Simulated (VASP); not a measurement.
# SrO (Fm-3m) in VASP: a series of runs

Runs on SrO. Level: PBEsol. Tasks: single point, relaxation of cell and atoms.

All numbers are computed with VASP 6.6.1; they aren't measurements. Logs are shortened: lines on timing, memory, paths and dates and some standing lists are left out, and cuts for length are marked.

## Step 1: The cell of the first run

It takes space group Fm-3m (No. 225, cubic). Conventional cell: a = 5.122 Å, b = 5.122 Å, c = 5.122 Å, α = 90.00°, β = 90.00°, γ = 90.00°. Sr (site symmetry m-3m) has 6 O at 2.56 Å within 3.4 Å. Within 3.4 Å of O (site symmetry m-3m) lie 6 Sr at 2.56 Å.

## Step 2: Single point, PBEsol

The input, INCAR:

```
  ALGO = Normal
  EDIFF = 1E-6
  ENCUT = 520
  GGA = PS
  ISIF = 2
  ISMEAR = 0
  LASPH = True
  LCHARG = False
  LREAL = False
  LWAVE = False
  NBANDS = 15
  NELM = 60
  PREC = Accurate
  SIGMA = 0.01
```

The input, KPOINTS:

```
k-points
0
Gamma
  8 8 8
```

The input, POSCAR:

```
SrO
1.0
    0.0000000000      2.5611946863      2.5611946863
    2.5611946863      0.0000000000      2.5611946863
    2.5611946863      2.5611946863      0.0000000000
Sr O
1 1
Direct
    0.5000000000      0.5000000000      0.5000000000
    0.0000000000      0.0000000000      0.0000000000
```

Potentials or basis: VASP PAW PBE potentials, release 64 (Sr_sv, O).

On the command line:

```console
$ cat potpaw_PBE.64/Sr_sv/POTCAR potpaw_PBE.64/O/POTCAR > POTCAR
$ mpirun -np 1 vasp_std > vasp.out
```

OUTCAR:

```text
EDIFF = 1E-6
   ENCUT = 520
   GGA = PS
   ISIF = 2
   ISMEAR = 0
   LASPH = True
   LREAL = False
   NELM = 60
   PREC = Accurate

 ion  position               nearest neighbor table
   1  0.500  0.500  0.500-   2 2.56   2 2.56   2 2.56   2 2.56   2 2.56   2 2.56
   2  0.000  0.000  0.000-   1 2.56   1 2.56   1 2.56   1 2.56   1 2.56   1 2.56

  LATTYP: Found a face centered cubic cell.
 ALAT       =     5.1223893726

  Lattice vectors:

 A1 = (   0.0000000000,   2.5611946863,   2.5611946863)
 A2 = (   2.5611946863,   0.0000000000,   2.5611946863)
 A3 = (   2.5611946863,   2.5611946863,   0.0000000000)

Analysis of symmetry for initial positions (statically):
=====================================================================
 Subroutine PRICEL returns:
 Original cell was already a primitive cell.

 Routine SETGRP: Setting up the symmetry group for a
 face centered cubic supercell.

 Subroutine GETGRP returns: Found 48 space group operations
 (whereof 48 operations were pure point group operations)
 out of a pool of 48 trial point group operations.

The static configuration has the point symmetry O_h .

Analysis of symmetry for dynamics (positions and initial velocities):
=====================================================================
 Subroutine PRICEL returns:
 Original cell was already a primitive cell.

 Routine SETGRP: Setting up the symmetry group for a
 face centered cubic supercell.

 Subroutine GETGRP returns: Found 48 space group operations
 (whereof 48 operations were pure point group operations)
 out of a pool of 48 trial point group operations.

The dynamic configuration has the point symmetry O_h .

 Subroutine INISYM returns: Found 48 space group operations
 (whereof 48 operations are pure point group operations),
 and found     1 'primitive' translations

----------------------------------------------------------------------------------------

                                     Primitive cell

  volume of cell :      33.6014

  direct lattice vectors                    reciprocal lattice vectors
     0.000000000  2.561194686  2.561194686    -0.195221395  0.195221395  0.195221395
     2.561194686  0.000000000  2.561194686     0.195221395 -0.195221395  0.195221395
     2.561194686  2.561194686  0.000000000     0.195221395  0.195221395 -0.195221395

  length of vectors
     3.622076261  3.622076261  3.622076261     0.338133375  0.338133375  0.338133375

  position of ions in fractional coordinates (direct lattice)
     0.500000000  0.500000000  0.500000000
     0.000000000  0.000000000  0.000000000

  ion indices of the primitive-cell ions
   primitive index   ion index
                 1           1
                 2           2

----------------------------------------------------------------------------------------

 KPOINTS: k-points

Automatic generation of k-mesh.
 Grid dimensions read from file:
 generate k-points for:    8    8    8

 Generating k-lattice:

  Cartesian coordinates                     Fractional coordinates (reciprocal lattice)
    -0.024402674  0.024402674  0.024402674     0.125000000  0.000000000  0.000000000
     0.024402674 -0.024402674  0.024402674     0.000000000  0.125000000  0.000000000
     0.024402674  0.024402674 -0.024402674     0.000000000  0.000000000  0.125000000

  Length of vectors
     0.042266672  0.042266672  0.042266672

  Shift w.r.t. Gamma in fractional coordinates (k-lattice)
     0.000000000  0.000000000  0.000000000

 Subroutine IBZKPT returns following result:
 ===========================================

 Found     29 irreducible k-points:

 Following reciprocal coordinates:
            Coordinates               Weight
  0.000000  0.000000  0.000000      1.000000
  0.125000  0.000000  0.000000      8.000000
  0.250000  0.000000  0.000000      8.000000
  0.375000  0.000000  0.000000      8.000000
  0.500000  0.000000  0.000000      4.000000
  0.125000  0.125000  0.000000      6.000000
[... 16 lines left out ...]
  0.500000  0.250000  0.125000     48.000000
 -0.375000  0.250000  0.125000     24.000000
 [... further k-points ...]
   k-points           NKPTS =     29   k-points in BZ     NKDIM =     29   number of bands    NBANDS=     15
   number of dos      NEDOS =    301   number of ions     NIONS =      2
   total plane-waves  NPLWV =  21952
   dimension x,y,z NGX =    28 NGY =   28 NGZ =   28
   dimension x,y,z NGXF=    56 NGYF=   56 NGZF=   56
   ions per type =               1   1
   NGX,Y,Z   is equivalent  to a cutoff of  12.85, 12.85, 12.85 a.u.
   NGXF,Y,Z  is equivalent  to a cutoff of  25.70, 25.70, 25.70 a.u.
 SYSTEM =  unknown system
   PREC   = accura    normal or accurate (medium, high low for compatibility)
   ISTART =      0    job   : 0-new  1-cont  2-samecut
   ICHARG =      2    charge: 1-file 2-atom 10-const
   ISPIN  =      1    spin polarized calculation?
   LNONCOLLINEAR =      F non collinear calculations
   LSORBIT =      F    spin-orbit coupling
   LASPH  =      T    aspherical Exc in radial PAW
   ENCUT  =  520.0 eV  38.22 Ry    6.18 a.u.   6.73  6.73  6.73*2*pi/ulx,y,z
   NELM   =     60;   NELMIN=  2; NELMDL= -5     # of ELM steps
   EDIFF  = 0.1E-05   stopping-criterion for ELM
   LREAL  =      F    real-space projection
   EDIFFG = 0.1E-04   stopping-criterion for IOM
   NSW    =      0    number of steps for IOM
   IBRION =     -1    ionic relax: 0-MD 1-quasi-New 2-CG
   NFREE  =      0    steps in history (QN), initial steepest desc. (CG)
   ISIF   =      2    stress and relaxation
   ISYM   =      2    0-nonsym 1-usesym 2-fastsym
   POTIM  = 0.5000    time-step for ionic-motion
   TEBEG  =    0.0;   TEEND  =   0.0 temperature during run
   PSTRESS=    0.0 pullay stress
   NELECT =      16.0000    total number of electrons
   NUPDOWN=      -1.0000    fix difference up-down
   EMIN   =  10.00;   EMAX   =-10.00  energy-range for DOS
   EFERMI =   0.00;   METHOD = LEGACY
   ISMEAR =     0;   SIGMA  =   0.01  broadening in eV -4-tet -1-fermi 0-gaus
   EFERMI_NEDOS =   21; number of points for ismear=-14 and -15
   IALGO  =     38    algorithm
   IMIX   =      4    mixing-type and parameters
     AMIX     =   0.40;   BMIX     =  1.00
     AMIX_MAG =   1.60;   BMIX_MAG =  1.00
  volume/ion in A,a.u.               =      16.80       113.38
  Fermi-wavevector in a.u.,A,eV,Ry     =   1.278387  2.415801 22.235627  1.634272
  Thomas-Fermi vector in A             =   2.410932
   LORBIT       =      0    0 simple, 1 ext, 2 COOP (PROOUT), +10 PAW based schemes
   GGA     = PS    functional components
   LHFCALC =     F    Hartree Fock is set to
   AEXX    =    0.0000 exact exchange contribution
   IVDW    =     0    specifies the selected vdW correction
   LEPSILON=     F    determine dielectric tensor
   LRPA    =     F    only Hartree local field effects (RPA)
 non-spin polarized calculation
 Gauss-broadening in eV      SIGMA  =   0.01
  energy-cutoff  :      520.00
  volume of cell :       33.60
 maximum number of plane-waves:       934
   NGX = 13   NGY = 13   NGZ = 13

 number of electron      15.9999996 magnetization

 Free energy of the ion-electron system (eV)
  ---------------------------------------------------
  ext. energy  EPLUGINS =         0.00000000
  ---------------------------------------------------
  free energy    TOTEN  =       -12.63915111 eV

  energy without entropy =      -12.63915111  energy(sigma->0) =      -12.63915111

 E-fermi :   1.6435     XC(G=0): -10.3324

 val. band max:        1.5428689756   @ k =   0.0000   0.0000   0.0000
 cond. band min:       4.6897235731   @ k =   0.5000   0.5000   0.0000
 fundamental gap:      3.1468545974
 Fermi energy:         1.6434764258

 k-point     1 :       0.0000    0.0000    0.0000
  band No.  band energies     occupation
      1     -30.6547      2.00000
      2     -13.4693      2.00000
      3     -12.2951      2.00000
      4     -12.2951      2.00000
      5     -12.2951      2.00000
      6       1.5429      2.00000
      7       1.5429      2.00000
      8       1.5429      2.00000
      9       5.4466      0.00000
     10       7.7289      0.00000
     11       7.7289      0.00000
     12       7.7289      0.00000
     13       9.9501      0.00000
     14       9.9501      0.00000
     15      14.0818      0.00000

 k-point     2 :       0.1250    0.0000    0.0000
  band No.  band energies     occupation
      1     -30.6333      2.00000
      2     -13.8361      2.00000
      3     -12.3080      2.00000
      4     -12.3080      2.00000
      5     -11.9809      2.00000
      6       1.0702      2.00000
      7       1.3381      2.00000
      8       1.3381      2.00000
      9       6.1616      0.00000
     10       7.5657      0.00000
     11       8.0425      0.00000
     12       8.0425      0.00000
     13      10.3703      0.00000
     14      10.3703      0.00000
     15      15.1136      0.00000

 k-point     3 :       0.2500    0.0000    0.0000
  band No.  band energies     occupation
      1     -30.5808      2.00000
      2     -14.4210      2.00000
      3     -12.3387      2.00000
      4     -12.3387      2.00000
      5     -11.5228      2.00000
      6       0.2162      2.00000
      7       0.8975      2.00000
      8       0.8975      2.00000
      9       7.4918      0.00000
     10       7.7194      0.00000
     11       8.8956      0.00000
     12       8.8956      0.00000
     13      11.4187      0.00000
     14      11.4187      0.00000
     15      17.1980      0.00000
[... 343 lines left out ...]
 k-point    23 :       0.5000    0.2500    0.1250
  band No.  band energies     occupation
      1     -30.5004      2.00000
      2     -14.6219      2.00000
      3     -12.6860      2.00000
      4     -12.4819      2.00000
      5     -11.4971      2.00000
      6      -0.0429      2.00000
      7       0.5809      2.00000
      8       1.0127      2.00000
      9       7.0466      0.00000
     10       8.7014      0.00000
     11      10.5085      0.00000
     12      10.6751      0.00000
     13      12.7258      0.00000
     14      13.6688      0.00000
     15      15.8541      0.00000

 k-point    24 :      -0.3750    0.2500    0.1250
  band No.  band energies     occupation
      1     -30.4827      2.00000
      2     -14.6916      2.00000
      3     -12.7104      2.00000
      4     -12.5407      2.00000
      5     -11.4676      2.00000
      6      -0.0826      2.00000
      7       0.6557      2.00000
      8       0.7399      2.00000
      9       7.8802      0.00000
     10       8.2323      0.00000
     11      10.9159      0.00000
     12      11.1138      0.00000
     13      13.2755      0.00000
     14      14.5483      0.00000
     15      14.9204      0.00000

 [... further k-points ...]

------------------------ aborting loop because EDIFF is reached ----------------------------------------

  FORCE on cell =-STRESS in cart. coord.  units (eV):
  Direction    XX          YY          ZZ          XY          YZ          ZX
  --------------------------------------------------------------------------------------
  -------------------------------------------------------------------------------------
  Total        0.1343676      0.1343676      0.1343676     -0.0000000      0.0000000     -0.0000000
  in kB        6.4068902      6.4068902      6.4068902     -0.0000000      0.0000000     -0.0000000
  external PRESSURE =       6.4068902 kB  Pullay stress =       0.0000000 kB

 VOLUME and BASIS-vectors are now :
 -----------------------------------------------------------------------------
  energy-cutoff  :      520.00
  volume of cell :       33.60
      direct lattice vectors                 reciprocal lattice vectors
     0.000000000  2.561194686  2.561194686    -0.195221395  0.195221395  0.195221395
     2.561194686  0.000000000  2.561194686     0.195221395 -0.195221395  0.195221395
     2.561194686  2.561194686  0.000000000     0.195221395  0.195221395 -0.195221395

 POSITION                                       TOTAL-FORCE (eV/Angst)
 -----------------------------------------------------------------------------------
      2.56119      2.56119      2.56119        -0.000000      0.000000     -0.000000
      0.00000      0.00000      0.00000         0.000000     -0.000000      0.000000
 -----------------------------------------------------------------------------------
    total drift:                                0.000000      0.000000      0.000000

  FREE ENERGIE OF THE ION-ELECTRON SYSTEM (eV)
  ---------------------------------------------------
  free  energy   TOTEN  =       -12.6391511106 eV

  energy  without entropy=      -12.6391511106  energy(sigma->0) =      -12.63915111
```

It took 8.6 s on 1 thread of Intel Xeon Platinum 8488C (Sapphire Rapids), shared host; peak memory 0.16 GiB.

What came out:

```
Free energy            : -12.6392 eV
Pressure               : 0.6 GPa
Band gap on the k mesh : 3.15 eV, indirect (least direct gap 3.23 eV)
```

Caveat: the PAW data sets were made with another functional, which shifts forces and pressure a little.

[end of part 1 of 2]
